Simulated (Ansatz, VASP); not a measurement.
One calculation of Nb, two programs

Contents of INCAR:

```
SYSTEM = Nb
PREC = Accurate
ENCUT = 500
EDIFF = 1E-7
ISMEAR = 0
SIGMA = 0.1
LREAL = .FALSE.
LASPH = .TRUE.
NELM = 120
ALGO = Normal
ISIF = 3
LWAVE = .FALSE.
LCHARG = .FALSE.
GGA = PS
IBRION = 2
NSW = 90
EDIFFG = -0.04
GGA_COMPAT = .FALSE.
NELMIN = 4
```

The input KPOINTS:

```
Automatic mesh
0
G
  6 6 6
  0 0 0
```

File POSCAR:

```
Nb
1.0
    0.0000000000      2.7527353420      2.7527353420
    2.7527353420      0.0000000000      2.7527353420
    2.7527353420      2.7527353420      0.0000000000
Nb
2
Direct
    0.5000000000      0.5000000000      0.5000000000
    0.7500000000      0.7500000000      0.7500000000
```

Input for Ansatz:

```yaml
crystal:
  lattice:
    - [0.0, 2.752735342, 2.752735342]
    - [2.752735342, 0.0, 2.752735342]
    - [2.752735342, 2.752735342, 0.0]
  atoms:
    - { symbol: Nb, position: [0.5, 0.5, 0.5] }
    - { symbol: Nb, position: [0.75, 0.75, 0.75] }
basis:
  ecutwfc: 420
kpoints:
  mp_grid: { grid: [6, 6, 6] }
hamiltonian:
  xc: pbesol
scf:
  occupations: { method: gaussian, width: 0.1 }
  lower_state_search: "off"
output:
  forces: true
  stress: true
  eigenvalues: true
relax:
  adjacent_minimum: "off"
  f_tol: 0.04
  max_steps: 70
  cell: { stress_tol: 0.4 }
```

Alike in both runs: task relaxation of cell and atoms; functional PBEsol; k mesh 6 × 6 × 6; occupations gaussian, width 0.1 eV; no spin polarisation.

|  | VASP | Ansatz |
| --- | --- | --- |
| version | VASP 6.6.1 | Ansatz 0.2.0 |
| potentials or method | VASP PAW PBE potentials, release 64 (Nb_sv), cutoff 500 eV | scalar-relativistic, plane waves, PAW |
| valence electrons in the cell | 26 | 26 |

Ansatz gave:

| Quantity | Value |
| --- | --- |
| gap on the k mesh at the Fermi level, each at its own relaxed structure (eV) | none |
| relaxed volume (Å³/atom) | 24.49 |
| relaxed cell length with the largest relative difference (Å) | 4.107 |

Problem. Estimate VASP's values.

Solution. gap on the k mesh at the Fermi level, each at its own relaxed structure (eV): none; relaxed volume (Å³/atom): 24.51; relaxed cell length with the largest relative difference (Å): 4.108.

VASP's potentials were made for PBE, not for PBEsol. A gap of «none» marks a metal or a gap that the smearing closes.

Noted on VASP's run: the volume moved by over 15 % at a fixed basis, so the end points are rough.
